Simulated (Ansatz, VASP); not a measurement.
# Two plane-wave programs on TaN

```
Ta N
1.0
     0.00000    0.00000    2.87073
     2.92399    0.00000    0.00000
     0.00000    5.06450    0.00000
Ta N
2 2
Direct
  0.56096 0.00000 0.33333
  0.43904 0.50000 0.83333
  0.02229 0.50000 0.50000
  0.97771 0.00000 0.00000
```

Change from the starting cell: mode 5 (180.6 1/cm) frozen in, largest displacement +0.175 Å.

Alike in both runs: task single point; functional PBEsol; k mesh 20 × 20 × 12; occupations gaussian, width 0.15 eV; no spin polarisation.

|  | VASP | Ansatz |
| --- | --- | --- |
| version | VASP 6.6.1 | Ansatz 0.2.0 |
| potentials or method | VASP PAW PBE potentials, release 64 (Ta_pv, N), cutoff 520 eV | scalar-relativistic, plane waves, PAW |
| valence electrons in the cell | 32 | 36 |

```csv
,VASP,Ansatz,Ansatz less VASP
gap on the k mesh at the Fermi level (eV),none,none,-
pressure (GPa),7.5,6.6,-0.91
"traceless stress, the component that is largest in VASP (GPa)",4.92,4.93,+0.016
rms of the force components (eV/Å),1.513,1.505,-0.0083
```

VASP's potentials were made for PBE, not for PBEsol. Atom by atom the forces differ by 0.009 eV/Å (rms over components). A gap of «none» marks a metal or a gap that the smearing closes. The functional is the same, so the differences come from potentials, cutoffs and numerics. VASP's potentials hold 32 valence electrons a cell and Ansatz's 36, so a difference there can come from the potentials and not from the codes.

Neither program's run includes spin-orbit coupling.
